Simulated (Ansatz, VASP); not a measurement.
**Co in VASP and in Ansatz**

File POSCAR:

```
Co
1.0
    2.5070990085      0.0000000000      0.0000000000
   -1.2535495042      2.1712114311      0.0000000000
    0.0000000000      0.0000000000      4.0686000000
Co
2
Direct
    0.3333333333      0.6666666667      0.2500000000
    0.6666666667      0.3333333333      0.7500000000
```

The input INCAR.step1:

```
SYSTEM = Co
PREC = Accurate
ENCUT = 600
ISMEAR = -1
SIGMA = 0.1
LREAL = .FALSE.
LASPH = .TRUE.
NELM = 60
GGA = PE
ALGO = Normal
EDIFF = 1E-4
LWAVE = .TRUE.
LCHARG = .FALSE.
```

The input INCAR.step2:

```
SYSTEM = Co
PREC = Accurate
ENCUT = 600
EDIFF = 1E-6
ISMEAR = -1
SIGMA = 0.1
LREAL = .FALSE.
LASPH = .TRUE.
NELM = 60
ALGO = Normal
ISIF = 3
LWAVE = .FALSE.
LCHARG = .FALSE.
METAGGA = R2SCAN
LMIXTAU = .TRUE.
IBRION = 2
NSW = 80
EDIFFG = -0.01
ISTART = 1
```

KPOINTS

```
Automatic mesh
0
G
  14 14 8
  0 0 0
```

Input for Ansatz:

```yaml
crystal:
  lattice:
    - [2.5070990085, 0.0, 0.0]
    - [-1.2535495042, 2.1712114311, 0.0]
    - [0.0, 0.0, 4.0686]
  atoms:
    - { symbol: Co, position: [0.3333333333, 0.6666666667, 0.25] }
    - { symbol: Co, position: [0.6666666667, 0.3333333333, 0.75] }
hamiltonian:
  xc: r2scan
  pseudopotentials:
    kind: paw
    azcp:
      Co: "pseudopotentials/Co.paw.azcp"
basis:
  ecutwfc: 500
  fft_grid_basis: typed
kpoints:
  mp_grid: { grid: [14, 14, 8], shift: [0, 0, 0] }
magnetization:
  spin_polarized: false
scf:
  occupations: { method: fermi_dirac, width: 0.1 }
relax:
  max_steps: 60
  f_tol: 0.01
  cell: {}
```

Alike in both runs: task relaxation of cell and atoms; functional r2SCAN; k mesh 14 × 14 × 8; occupations fermi-dirac, width 0.1 eV; no spin polarisation.

|  | VASP | Ansatz |
| --- | --- | --- |
| version | VASP 6.6.1 | Ansatz 0.2.0 |
| potentials or method | VASP PAW PBE potentials, release 64 (Co), cutoff 600 eV | plane waves (500 eV) with PAW, scalar-relativistic |
| valence electrons in the cell | 18 | 34 |

VASP gave:

```
relaxed volume (Å³/atom)                                     : 9.98
relaxed cell length with the largest relative difference (Å) : 3.912
```

**Question.** What did Ansatz give for the same quantities?

**Answer.** Relaxed volume (Å³/atom): 9.98; relaxed cell length with the largest relative difference (Å): 3.913.

VASP's potentials were made for PBE, not for r2SCAN. VASP's potentials hold 18 valence electrons a cell and Ansatz's 34, so a difference there can come from the potentials and not from the codes.
